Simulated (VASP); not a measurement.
Set up this calculation in VASP 6.6.1, as the native input.

```yaml
Task: single point
Functional: r2SCAN
Potentials_or_basis: VASP PAW PBE potentials, release 64 (Na_pv)
Cutoff: 520 eV
k_mesh: 12 × 12 × 12
Occupations: fermi-dirac, width 0.1 eV
Spin: no spin polarisation
Dipole_correction: no
Further_INCAR_settings: ALGO = Normal; EDIFF = 1e-07; NBANDS = 10
```

Crystal: Na.

```
CELL_PARAMETERS angstrom
-2.10607 2.10607 2.10607
2.10607 -2.10607 2.10607
2.10607 2.10607 -2.10607
ATOMIC_POSITIONS crystal
Na 0.00000 0.00000 0.00000
```

The input as run:

POSCAR

```
Na
1.0
   -2.1060676295      2.1060676295      2.1060676295
    2.1060676295     -2.1060676295      2.1060676295
    2.1060676295      2.1060676295     -2.1060676295
Na
1
Direct
    0.0000000000      0.0000000000      0.0000000000
```

INCAR.step1

```
SYSTEM = Na
PREC = Accurate
ENCUT = 520
ISMEAR = -1
SIGMA = 0.1
LREAL = .False.
LASPH = .True.
NELM = 60
NBANDS = 10
GGA = PE
ALGO = Normal
EDIFF = 1E-4
LWAVE = .True.
LCHARG = .False.
```

INCAR.step2

```
SYSTEM = Na
PREC = Accurate
ENCUT = 520
EDIFF = 1E-7
ISMEAR = -1
SIGMA = 0.1
LREAL = .False.
LASPH = .True.
NELM = 60
ALGO = Normal
ISIF = 2
LWAVE = .False.
LCHARG = .False.
METAGGA = R2SCAN
LMIXTAU = .True.
NBANDS = 10
ISTART = 1
```

KPOINTS

```
Automatic mesh
0
Gamma
  12 12 12
  0 0 0
```

Potentials or basis: VASP PAW PBE potentials, release 64 (Na_pv).

Launch:

```console
$ cat potpaw_PBE.64/Na_pv/POTCAR > POTCAR
$ cp INCAR.step1 INCAR
$ mpirun -np 1 vasp_std > vasp.out
$ cp INCAR.step2 INCAR
$ mpirun -np 1 vasp_std > vasp.out
```

Results of the run:

* Pressure: 0.2 GPa
* Band gap on the k mesh: zero (an odd number of electrons rules out a gap without spin polarisation)

Caveat: the PAW data sets were made with another functional, which shifts forces and pressure a little.

Wall time 48 s on 1 thread of Intel(R) Xeon(R) 6975P-C (Granite Rapids), on a shared host, peak memory 0.16 GiB.
